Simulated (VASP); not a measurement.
Write the native input for VASP 6.6.1 that does the following.

```
Task                   : single point
Functional             : LDA
Potentials or basis    : VASP PAW LDA potentials, release 64 (Sr_sv, O)
Cutoff                 : 520 eV
k mesh                 : 8 × 8 × 8
Occupations            : gaussian, width 0.01 eV
Spin                   : no spin polarisation
Dipole correction      : no
Further INCAR settings : ALGO = Normal; EDIFF = 1e-06; NBANDS = 15
```

The structure of SrO lies in POSCAR:

```
SrO
1.0
    0.0000000000      2.5322088367      2.5322088367
    2.5322088367      0.0000000000      2.5322088367
    2.5322088367      2.5322088367      0.0000000000
Sr O
1 1
Direct
    0.0000000000      0.0000000000      0.0000000000
    0.5000000000      0.5000000000      0.5000000000
```

These files were run (other wordings do the same):

INCAR

```
SYSTEM = SrO
PREC = Accurate ; ENCUT = 520
EDIFF = 1E-6 ; ISMEAR = 0
SIGMA = 0.01 ; LREAL = .FALSE.
LASPH = .TRUE. ; NELM = 100
ALGO = Normal ; ISIF = 2
LWAVE = .FALSE. ; LCHARG = .TRUE.
LELF = .TRUE. ; LVHAR = .TRUE.
NBANDS = 15
```

KPOINTS

```
regular mesh
0
G
  8 8 8
  0 0 0
```

Potentials or basis: VASP PAW LDA potentials, release 64 (Sr_sv, O).

Run with:

```console
$ cat potpaw_LDA.64/Sr_sv/POTCAR potpaw_LDA.64/O/POTCAR > POTCAR
$ mpirun -np 1 vasp_std > vasp.out
```

Results of the run:

```
Pressure               : 0.8 GPa
Band gap on the k mesh : 3.06 eV (least direct gap 3.11 eV)
```

Wall time 28 s on 1 thread of Intel Xeon 8259CL (shared host), peak memory 0.15 GiB.
